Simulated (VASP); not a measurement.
Here is a VASP 6.6.1 calculation.

INCAR

```
SYSTEM = Ge
PREC = Accurate
ENCUT = 600
EDIFF = 1E-6
ISMEAR = 0
SIGMA = 0.1
LREAL = .FALSE.
LASPH = .TRUE.
NELM = 80
ALGO = Normal
ISIF = 3
LWAVE = .FALSE.
LCHARG = .FALSE.
GGA = PS
IBRION = 2
NSW = 100
EDIFFG = -0.005
```

KPOINTS

```
regular mesh
0
G
  12 12 12
  0 0 0
```

POSCAR

```
Ge
1.0
    0.0000000000      2.8374271100      2.8374271100
    2.8374271100      0.0000000000      2.8374271100
    2.8374271100      2.8374271100      0.0000000000
Ge
2
Direct
    0.0000000000      0.0000000000      0.0000000000
    0.2500000000      0.2500000000      0.2500000000
```

Potentials or basis: VASP PAW PBE potentials, release 64 (Ge_d).

Run with:

```sh
$ cat potpaw_PBE.64/Ge_d/POTCAR > POTCAR
$ mpirun -np 1 vasp_std > vasp.out
```

Q: What does it give for the band gap on the k mesh?

A: Zero (filled and empty bands touch).

Final structure:
```
CELL_PARAMETERS angstrom
0.00000 2.83743 2.83743
2.83743 0.00000 2.83743
2.83743 2.83743 0.00000
ATOMIC_POSITIONS crystal
Ge 0.00000 0.00000 0.00000
Ge 0.25000 0.25000 0.25000
```

Caveat: the relaxation stopped at its first step, so nothing moved.
